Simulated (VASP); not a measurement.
## CuO: single point with PBE

Crystal: CuO.

```
Cu O
1.0
     2.07061   -2.23969    0.00000
     2.07061    2.23969    0.00000
     0.00000    0.00000    5.15593
Cu O
2 2
Cartesian
  1.0353 -1.1198 0.0000
  1.0353 1.1198 2.5780
  2.0706 0.0000 1.2890
  2.0706 0.0000 3.8669
```

```
Program             : VASP 6.6.1
Task                : single point
Functional          : PBE
Potentials or basis : VASP PAW PBE potentials, release 64 (Cu_sv_GW, O)
Cutoff              : 820 eV
k mesh              : 7 × 7 × 5
Occupations         : fermi-dirac, width 0.05 eV
Spin                : no spin polarisation
```

```json
{
 "Pressure": "-8.4 GPa",
 "Band gap on the k mesh": "zero (bands 25 and 26 overlap by 0.82 eV)"
}
```

Stress tensor (GPa, compression positive):
```
-7.70  0.00  0.00
 0.00 -9.89  0.00
 0.00  0.00 -7.47
```

Levels at points of the mesh, in eV from the Fermi level:
```tsv
k point	band 23	band 24	band 25	band 26	band 27	band 28
(0.00, 0.00, 0.00)	-1.98	-1.63	0.59	0.76	1.21	5.93
```

Run time: 88 s on 1 thread of AMD EPYC 9R45 96-Core Processor (Zen 5), with other jobs on the host, peak memory 0.26 GiB.

Caveat: the cell stands under tension; semilocal functionals often make such compounds metallic where correlation or magnetic order opens a gap, which also shifts bond lengths. With open d or f shells a metallic result of PBE can be an artefact of self-interaction; +U or a hybrid may open a gap.
